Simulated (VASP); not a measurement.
# InSb (rocksalt type) (Fm-3m) in VASP: further runs, part 2 of 2

VASP 6.6.1. Earlier steps stand in the parts before.

## (4) Single point, PBE (18.61 Å³/atom)

This run uses another cell than the first one, of 18.61 Å³/atom.

The input, INCAR:

```
SYSTEM = InSb
PREC = Accurate ; ENCUT = 520
EDIFF = 1E-6 ; ISMEAR = -1
SIGMA = 0.05 ; LREAL = .FALSE.
LASPH = .TRUE. ; NELM = 80
ALGO = Normal ; ISIF = 2
LWAVE = .FALSE. ; LCHARG = .FALSE.
GGA = PE ; NBANDS = 16
```

The input, KPOINTS:

```
regular mesh
0
G
  11 11 11
  0 0 0
```

The input, POSCAR:

```
InSb
1.0
    0.0000000000      2.6499662800      2.6499662800
    2.6499662800      0.0000000000      2.6499662800
    2.6499662800      2.6499662800      0.0000000000
In Sb
1 1
Direct
    0.0000000000      0.0000000000      0.0000000000
    0.5000000000      0.5000000000      0.5000000000
```

Potentials or basis: VASP PAW PBE potentials, release 64 (In_d, Sb).

Run with:

```console
cat potpaw_PBE.64/In_d/POTCAR potpaw_PBE.64/Sb/POTCAR > POTCAR
mpirun -np 1 vasp_std > vasp.out
```

OUTCAR:

```text
SYSTEM = InSb
   PREC = Accurate
   ENCUT = 520
   EDIFF = 1E-6
   ISMEAR = -1
   LREAL = .FALSE.
   LASPH = .TRUE.
   NELM = 80
   ISIF = 2
   GGA = PE

 ion  position               nearest neighbor table
   1  0.000  0.000  0.000-   2 2.65   2 2.65   2 2.65   2 2.65   2 2.65   2 2.65
   2  0.500  0.500  0.500-   1 2.65   1 2.65   1 2.65   1 2.65   1 2.65   1 2.65

  LATTYP: Found a face centered cubic cell.
 ALAT       =     5.2999325600

  Lattice vectors:

 A1 = (   0.0000000000,   2.6499662800,   2.6499662800)
 A2 = (   2.6499662800,   0.0000000000,   2.6499662800)
 A3 = (   2.6499662800,   2.6499662800,   0.0000000000)

Analysis of symmetry for initial positions (statically):
=====================================================================
 Subroutine PRICEL returns:
 Original cell was already a primitive cell.

 Routine SETGRP: Setting up the symmetry group for a
 face centered cubic supercell.

 Subroutine GETGRP returns: Found 48 space group operations
 (whereof 48 operations were pure point group operations)
 out of a pool of 48 trial point group operations.

The static configuration has the point symmetry O_h .

Analysis of symmetry for dynamics (positions and initial velocities):
=====================================================================
 Subroutine PRICEL returns:
 Original cell was already a primitive cell.

 Routine SETGRP: Setting up the symmetry group for a
 face centered cubic supercell.

 Subroutine GETGRP returns: Found 48 space group operations
 (whereof 48 operations were pure point group operations)
 out of a pool of 48 trial point group operations.

The dynamic configuration has the point symmetry O_h .

 Subroutine INISYM returns: Found 48 space group operations
 (whereof 48 operations are pure point group operations),
 and found     1 'primitive' translations

----------------------------------------------------------------------------------------
[... 110 lines left out ...]
   IALGO  =     38    algorithm
   IMIX   =      4    mixing-type and parameters
     AMIX     =   0.40;   BMIX     =  1.00
     AMIX_MAG =   1.60;   BMIX_MAG =  1.00
  volume/ion in A,a.u.               =      18.61       125.58
  Fermi-wavevector in a.u.,A,eV,Ry     =   1.285036  2.428366 22.467541  1.651318
  Thomas-Fermi vector in A             =   2.417194
   LORBIT       =      0    0 simple, 1 ext, 2 COOP (PROOUT), +10 PAW based schemes
   GGA     = PE    functional components
   LHFCALC =     F    Hartree Fock is set to
   AEXX    =    0.0000 exact exchange contribution
   IVDW    =     0    specifies the selected vdW correction
   LEPSILON=     F    determine dielectric tensor
   LRPA    =     F    only Hartree local field effects (RPA)
 non-spin polarized calculation
  energy-cutoff  :      520.00
  volume of cell :       37.22
 maximum number of plane-waves:      1015
   NGX = 13   NGY = 13   NGZ = 13

 number of electron      17.9999990 magnetization

 Free energy of the ion-electron system (eV)
  ---------------------------------------------------
  ext. energy  EPLUGINS =         0.00000000
  ---------------------------------------------------
  free energy    TOTEN  =        -3.98819950 eV

  energy without entropy =       -3.98002615  energy(sigma->0) =       -3.98411283

 E-fermi :  13.1966     XC(G=0): -11.8419

 val. band max:       13.1871822961   @ k =   0.2727   0.1818   0.0909
 cond. band min:      13.2533591851   @ k =  -0.4545   0.2727   0.0000
 fundamental gap:      0.0661768889
 Fermi energy:        13.1966407185

 k-point     1 :       0.0000    0.0000    0.0000
  band No.  band energies     occupation
      1      -2.4496      2.00000
      2      -2.4496      2.00000
      3      -2.4013      2.00000
      4      -2.4013      2.00000
      5      -2.4013      2.00000
      6      -1.6639      2.00000
[... 433 lines left out ...]
      3      -2.4155      2.00000
      4      -2.3530      2.00000
      5      -2.3470      2.00000
      6      -0.1278      2.00000
[... 8 lines left out ...]
     15      22.3840      0.00000
     16      25.0239      0.00000

 [... further k-points ...]

------------------------ aborting loop because EDIFF is reached ----------------------------------------

  FORCE on cell =-STRESS in cart. coord.  units (eV):
  Direction    XX          YY          ZZ          XY          YZ          ZX
  --------------------------------------------------------------------------------------
  -------------------------------------------------------------------------------------
  Total       14.6885137     14.6885137     14.6885137     -0.0000000      0.0000000     -0.0000000
  in kB      632.3206968    632.3206968    632.3206968     -0.0000000      0.0000000     -0.0000000
  external PRESSURE =     632.3206968 kB  Pullay stress =       0.0000000 kB

 VOLUME and BASIS-vectors are now :
 -----------------------------------------------------------------------------
  energy-cutoff  :      520.00
  volume of cell :       37.22
      direct lattice vectors                 reciprocal lattice vectors
     0.000000000  2.649966280  2.649966280    -0.188681646  0.188681646  0.188681646
     2.649966280  0.000000000  2.649966280     0.188681646 -0.188681646  0.188681646
     2.649966280  2.649966280  0.000000000     0.188681646  0.188681646 -0.188681646

 POSITION                                       TOTAL-FORCE (eV/Angst)
 -----------------------------------------------------------------------------------
      0.00000      0.00000      0.00000         0.000000      0.000000      0.000000
      2.64997      2.64997      2.64997        -0.000000      0.000000     -0.000000
 -----------------------------------------------------------------------------------
    total drift:                               -0.000000      0.000000      0.000000

  FREE ENERGIE OF THE ION-ELECTRON SYSTEM (eV)
  ---------------------------------------------------
  free  energy   TOTEN  =        -3.9881995020 eV

  energy  without entropy=       -3.9800261516  energy(sigma->0) =       -3.98411283
```

OSZICAR:

```text
N       E                     dE             d eps       ncg     rms          rms(c)
DAV:   1     0.116990678664E+03    0.11699E+03   -0.81628E+03  1808   0.136E+03
DAV:   2     0.197920242204E+01   -0.11501E+03   -0.11139E+03  2000   0.316E+02
DAV:   3    -0.402109795585E+01   -0.60003E+01   -0.59498E+01  2320   0.696E+01
DAV:   4    -0.415985512491E+01   -0.13876E+00   -0.13871E+00  2240   0.107E+01
DAV:   5    -0.416633892315E+01   -0.64838E-02   -0.64836E-02  2616   0.202E+00    0.752E+00
DAV:   6    -0.402381952575E+01    0.14252E+00   -0.16767E-01  2480   0.102E+01    0.410E+00
DAV:   7    -0.399061794384E+01    0.33202E-01   -0.61009E-02  2864   0.428E+00    0.109E+00
DAV:   8    -0.398818654143E+01    0.24314E-02   -0.65407E-03  2432   0.136E+00    0.348E-01
DAV:   9    -0.398819107764E+01   -0.45362E-05   -0.29079E-04  2440   0.215E-01    0.111E-01
DAV:  10    -0.398819510205E+01   -0.40244E-05   -0.20661E-05  2272   0.357E-02    0.442E-02
DAV:  11    -0.398819956845E+01   -0.44664E-05   -0.50250E-06  2280   0.293E-02    0.160E-02
DAV:  12    -0.398819950200E+01    0.66455E-07   -0.20092E-07  1392   0.678E-03
   1 F= -.39881995E+01 E0= -.39841128E+01  d E =-.817335E-02
```

It took 48 s on 1 thread of Intel Xeon 8259CL, shared host; peak memory 0.18 GiB.

What came out:

| Quantity | Value |
| --- | --- |
| Free energy | -3.9882 eV |
| Pressure | 63.2 GPa |
| Band gap on the k mesh | zero (bands 9 and 10 overlap by 3.83 eV) |

Caveat: the cell stands under pressure; spin-orbit coupling is left out, which moves the levels of the heavy elements.
